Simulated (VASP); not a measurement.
# ZrB (I4/mmm) in VASP: single point with PBEsol

Aim: the single point of ZrB with PBEsol.

All numbers are computed with VASP 6.6.1; they aren't measurements. Logs are shortened: lines on timing, memory, paths and dates and some standing lists are left out, and cuts for length are marked.

### 1 The cell of the first run

Symmetry: I4/mmm, No. 139, tetragonal system. The conventional cell has a = 3.387 Å, b = 3.387 Å, c = 4.511 Å, α = 90.00°, β = 90.00°, γ = 90.00°. Within 3.0 Å of Zr (site symmetry 4/mmm) lie 6 B at 2.26 to 2.39 Å. B (site symmetry 4/mmm) has 6 Zr at 2.26 to 2.39 Å within 3.0 Å.

### 2 Single point, PBEsol (strain +0.030 along x and y, -0.030 along z)

The input, INCAR:

```
PREC = Accurate ; ENCUT = 520
EDIFF = 1E-6 ; ISMEAR = 0
SIGMA = 0.15 ; LREAL = False
LASPH = True ; NELM = 100
ALGO = Normal ; ISIF = 2
LWAVE = False ; LCHARG = True
GGA = PS ; LELF = True
LVHAR = True ; NBANDS = 14
```

The input, KPOINTS:

```
regular mesh
0
Gamma
  18 18 18
```

The input, POSCAR:

```
ZrB
1.0
    0.0000000000      2.3947500000      2.2552500000
    2.3947500000      0.0000000000      2.2552500000
    2.3947500000      2.3947500000      0.0000000000
Zr B
1 1
Direct
    0.0000000000      0.0000000000      0.0000000000
    0.5000000000      0.5000000000      0.5000000000
```

Potentials or basis: VASP PAW PBE potentials, release 64 (Zr_sv, B).

Run with:

```
cat potpaw_PBE.64/Zr_sv/POTCAR potpaw_PBE.64/B/POTCAR > POTCAR
mpirun -np 1 vasp_std > vasp.out
```

OUTCAR:

```text
PREC = Accurate
   ENCUT = 520
   EDIFF = 1E-6
   ISMEAR = 0
   LREAL = False
   LASPH = True
   NELM = 100
   ISIF = 2
   GGA = PS

 ion  position               nearest neighbor table
   1  0.000  0.000  0.000-   2 2.26   2 2.26   2 2.39   2 2.39   2 2.39   2 2.39
   2  0.500  0.500  0.500-   1 2.26   1 2.26   1 2.39   1 2.39   1 2.39   1 2.39

  LATTYP: Found a body centered tetragonal cell.
 ALAT       =     3.3866879285
 C/A-ratio  =     1.3318321898

  Lattice vectors:

 A1 = (   0.0000000000,  -2.3947500000,  -2.2552500000)
 A2 = (   0.0000000000,   2.3947500000,  -2.2552500000)
 A3 = (   2.3947500000,   0.0000000000,   2.2552500000)

Analysis of symmetry for initial positions (statically):
=====================================================================
 Subroutine PRICEL returns:
 Original cell was already a primitive cell.

 Routine SETGRP: Setting up the symmetry group for a
 body centered tetragonal supercell.

 Subroutine GETGRP returns: Found 16 space group operations
 (whereof 16 operations were pure point group operations)
 out of a pool of 16 trial point group operations.

The static configuration has the point symmetry D_4h.

Analysis of symmetry for dynamics (positions and initial velocities):
=====================================================================
 Subroutine PRICEL returns:
 Original cell was already a primitive cell.

 Routine SETGRP: Setting up the symmetry group for a
 body centered tetragonal supercell.

 Subroutine GETGRP returns: Found 16 space group operations
 (whereof 16 operations were pure point group operations)
 out of a pool of 16 trial point group operations.

The dynamic configuration has the point symmetry D_4h.

 Subroutine INISYM returns: Found 16 space group operations
 (whereof 16 operations are pure point group operations),
 and found     1 'primitive' translations

----------------------------------------------------------------------------------------

                                     Primitive cell

  volume of cell :      25.8669

  direct lattice vectors                    reciprocal lattice vectors
     0.000000000  2.394750000  2.255250000    -0.208790062  0.208790062  0.221704911
     2.394750000  0.000000000  2.255250000     0.208790062 -0.208790062  0.221704911
     2.394750000  2.394750000  0.000000000     0.208790062  0.208790062 -0.221704911

  length of vectors
     3.289525821  3.289525821  3.386687928     0.369241990  0.369241990  0.369241990

  position of ions in fractional coordinates (direct lattice)
     0.000000000  0.000000000  0.000000000
     0.500000000  0.500000000  0.500000000

  ion indices of the primitive-cell ions
   primitive index   ion index
                 1           1
                 2           2

----------------------------------------------------------------------------------------

 KPOINTS: regular mesh

Automatic generation of k-mesh.
 Grid dimensions read from file:
 generate k-points for:   18   18   18

 Generating k-lattice:

  Cartesian coordinates                     Fractional coordinates (reciprocal lattice)
    -0.011599448  0.011599448  0.012316939     0.055555556  0.000000000  0.000000000
     0.011599448 -0.011599448  0.012316939     0.000000000  0.055555556  0.000000000
     0.011599448  0.011599448 -0.012316939     0.000000000  0.000000000  0.055555556

  Length of vectors
     0.020513444  0.020513444  0.020513444

  Shift w.r.t. Gamma in fractional coordinates (k-lattice)
     0.000000000  0.000000000  0.000000000

 Subroutine IBZKPT returns following result:
 ===========================================

 Found    480 irreducible k-points:

 Following reciprocal coordinates:
            Coordinates               Weight
  0.000000  0.000000  0.000000      1.000000
  0.055556 -0.000000  0.000000      8.000000
  0.111111 -0.000000  0.000000      8.000000
  0.166667  0.000000  0.000000      8.000000
  0.222222  0.000000  0.000000      8.000000
  0.277778 -0.000000  0.000000      8.000000
[... 16 lines left out ...]
 -0.277778  0.055556  0.000000      8.000000
 -0.222222  0.055556  0.000000      8.000000
 [... further k-points ...]
   k-points           NKPTS =    480   k-points in BZ     NKDIM =    480   number of bands    NBANDS=     14
   number of dos      NEDOS =    301   number of ions     NIONS =      2
   total plane-waves  NPLWV =  16128
   dimension x,y,z NGX =    24 NGY =   24 NGZ =   28
   dimension x,y,z NGXF=    48 NGYF=   48 NGZF=   56
   ions per type =               1   1
   NGX,Y,Z   is equivalent  to a cutoff of  12.13, 12.13, 13.74 a.u.
   NGXF,Y,Z  is equivalent  to a cutoff of  24.26, 24.26, 27.49 a.u.
 SYSTEM =  unknown system
   PREC   = accura    normal or accurate (medium, high low for compatibility)
   ISTART =      0    job   : 0-new  1-cont  2-samecut
   ICHARG =      2    charge: 1-file 2-atom 10-const
   ISPIN  =      1    spin polarized calculation?
   LNONCOLLINEAR =      F non collinear calculations
   LSORBIT =      F    spin-orbit coupling
   LASPH  =      T    aspherical Exc in radial PAW
   ENCUT  =  520.0 eV  38.22 Ry    6.18 a.u.   6.12  6.12  6.30*2*pi/ulx,y,z
   NELM   =    100;   NELMIN=  2; NELMDL= -5     # of ELM steps
   EDIFF  = 0.1E-05   stopping-criterion for ELM
   LREAL  =      F    real-space projection
   EDIFFG = 0.1E-04   stopping-criterion for IOM
   NSW    =      0    number of steps for IOM
   IBRION =     -1    ionic relax: 0-MD 1-quasi-New 2-CG
   NFREE  =      0    steps in history (QN), initial steepest desc. (CG)
   ISIF   =      2    stress and relaxation
   ISYM   =      2    0-nonsym 1-usesym 2-fastsym
   POTIM  = 0.5000    time-step for ionic-motion
   TEBEG  =    0.0;   TEEND  =   0.0 temperature during run
   PSTRESS=    0.0 pullay stress
   NELECT =      15.0000    total number of electrons
   NUPDOWN=      -1.0000    fix difference up-down
   EMIN   =  10.00;   EMAX   =-10.00  energy-range for DOS
   EFERMI =   0.00;   METHOD = LEGACY
   ISMEAR =     0;   SIGMA  =   0.15  broadening in eV -4-tet -1-fermi 0-gaus
   EFERMI_NEDOS =   21; number of points for ismear=-14 and -15
   IALGO  =     38    algorithm
   IMIX   =      4    mixing-type and parameters
     AMIX     =   0.40;   BMIX     =  1.00
     AMIX_MAG =   1.60;   BMIX_MAG =  1.00
  volume/ion in A,a.u.               =      12.93        87.28
  Fermi-wavevector in a.u.,A,eV,Ry     =   1.365181  2.579818 25.357438  1.863719
  Thomas-Fermi vector in A             =   2.491432
   LORBIT       =      0    0 simple, 1 ext, 2 COOP (PROOUT), +10 PAW based schemes
   GGA     = PS    functional components
   LHFCALC =     F    Hartree Fock is set to
   AEXX    =    0.0000 exact exchange contribution
   IVDW    =     0    specifies the selected vdW correction
   LEPSILON=     F    determine dielectric tensor
   LRPA    =     F    only Hartree local field effects (RPA)
 non-spin polarized calculation
 Gauss-broadening in eV      SIGMA  =   0.15
  energy-cutoff  :      520.00
  volume of cell :       25.87
 maximum number of plane-waves:       716
   NGX = 13   NGY = 13   NGZ = 13

 number of electron      15.0000000 magnetization

 Free energy of the ion-electron system (eV)
  ---------------------------------------------------
  ext. energy  EPLUGINS =         0.00000000
  ---------------------------------------------------
  free energy    TOTEN  =       -16.65192216 eV

  energy without entropy =      -16.63840221  energy(sigma->0) =      -16.64516219

 E-fermi :   8.6319     XC(G=0): -12.1893

 val. band max:        8.6277371292   @ k =  -0.2222   0.1111   0.0000
 cond. band min:       8.6346442328   @ k =  -0.2222   0.3333   0.2222
 fundamental gap:      0.0069071036
 Fermi energy:         8.6318747946

 k-point     1 :       0.0000    0.0000    0.0000
  band No.  band energies     occupation
      1     -38.1705      2.00000
      2     -16.0019      2.00000
      3     -15.9478      2.00000
      4     -15.9478      2.00000
      5       0.3500      2.00000
      6      10.2683      0.00000
      7      10.2683      0.00000
      8      10.9327      0.00000
      9      11.8819      0.00000
     10      12.2443      0.00000
     11      12.2443      0.00000
     12      12.3970      0.00000
     13      12.7193      0.00000
     14      19.6697      0.00000

 k-point     2 :       0.0556   -0.0000    0.0000
  band No.  band energies     occupation
      1     -38.1673      2.00000
      2     -16.0172      2.00000
      3     -15.9625      2.00000
      4     -15.9517      2.00000
      5       0.4329      2.00000
      6      10.0936      0.00000
      7      10.2209      0.00000
      8      10.7950      0.00000
      9      11.2636      0.00000
     10      11.5668      0.00000
     11      12.5625      0.00000
     12      13.0762      0.00000
     13      13.5707      0.00000
     14      19.8736      0.00000

 k-point     3 :       0.1111   -0.0000    0.0000
  band No.  band energies     occupation
      1     -38.1580      2.00000
      2     -16.0858      2.00000
      3     -15.9795      2.00000
      4     -15.9630      2.00000
      5       0.6751      2.00000
      6       9.5539      0.00000
      7       9.8391      0.00000
      8      10.3026      0.00000
      9      11.0454      0.00000
     10      11.2929      0.00000
     11      12.8196      0.00000
     12      14.1689      0.00000
     13      14.7299      0.00000
     14      20.4474      0.00000
[... 324 lines left out ...]
 k-point    23 :      -0.2778    0.0556    0.0000
  band No.  band energies     occupation
      1     -38.1005      2.00000
      2     -16.5316      2.00000
      3     -16.0504      2.00000
      4     -16.0203      2.00000
      5       2.3303      2.00000
      6       7.0439      2.00000
      7       7.8890      2.00000
      8       8.4340      1.93792
      9      12.2132      0.00000
     10      12.8854      0.00000
     11      13.8722      0.00000
     12      18.3367      0.00000
     13      18.7228      0.00000
     14      20.5025      0.00000

 k-point    24 :      -0.2222    0.0556    0.0000
  band No.  band energies     occupation
      1     -38.1190      2.00000
      2     -16.3826      2.00000
      3     -16.0438      2.00000
      4     -15.9975      2.00000
      5       1.7463      2.00000
      6       7.7719      2.00000
      7       8.3523      1.99161
      8       8.8810      0.01884
      9      11.5848      0.00000
     10      12.4623      0.00000
     11      13.5587      0.00000
     12      17.1085      0.00000
     13      17.5356      0.00000
     14      21.3977      0.00000

 [... further k-points ...]

------------------------ aborting loop because EDIFF is reached ----------------------------------------

  FORCE on cell =-STRESS in cart. coord.  units (eV):
  Direction    XX          YY          ZZ          XY          YZ          ZX
  --------------------------------------------------------------------------------------
  -------------------------------------------------------------------------------------
  Total        2.2651659      2.2651659      6.6141667      0.0000000     -0.0000000      0.0000000
  in kB      140.3025417    140.3025417    409.6761355      0.0000000     -0.0000000      0.0000000
  external PRESSURE =     230.0937396 kB  Pullay stress =       0.0000000 kB

 VOLUME and BASIS-vectors are now :
 -----------------------------------------------------------------------------
  energy-cutoff  :      520.00
  volume of cell :       25.87
      direct lattice vectors                 reciprocal lattice vectors
     0.000000000  2.394750000  2.255250000    -0.208790062  0.208790062  0.221704911
     2.394750000  0.000000000  2.255250000     0.208790062 -0.208790062  0.221704911
     2.394750000  2.394750000  0.000000000     0.208790062  0.208790062 -0.221704911

 POSITION                                       TOTAL-FORCE (eV/Angst)
 -----------------------------------------------------------------------------------
      0.00000      0.00000      0.00000         0.000000      0.000000      0.000000
      2.39475      2.39475      2.25525         0.000000      0.000000     -0.000000
 -----------------------------------------------------------------------------------
    total drift:                                0.000000     -0.000000     -0.000000

  FREE ENERGIE OF THE ION-ELECTRON SYSTEM (eV)
  ---------------------------------------------------
  free  energy   TOTEN  =       -16.6519221600 eV

  energy  without entropy=      -16.6384022112  energy(sigma->0) =      -16.64516219
```

It took 3.9 min on 1 thread of AMD EPYC 7R13, shared host; peak memory 0.26 GiB.

Results:

```
Free energy            : -16.6519 eV
Pressure               : 23.0 GPa
Band gap on the k mesh : zero (an odd number of electrons rules out a gap without spin polarisation)
```

Stress tensor (GPa, compression positive):
```
14.03  0.00  0.00
 0.00 14.03  0.00
 0.00  0.00 40.97
```

Caveat: the cell differs from its parent crystal (strain +0.030 along x and y, -0.030 along z); the stress differs along the axes, from 14 to 41 GPa; the PAW data sets were made with another functional, which shifts forces and pressure a little.
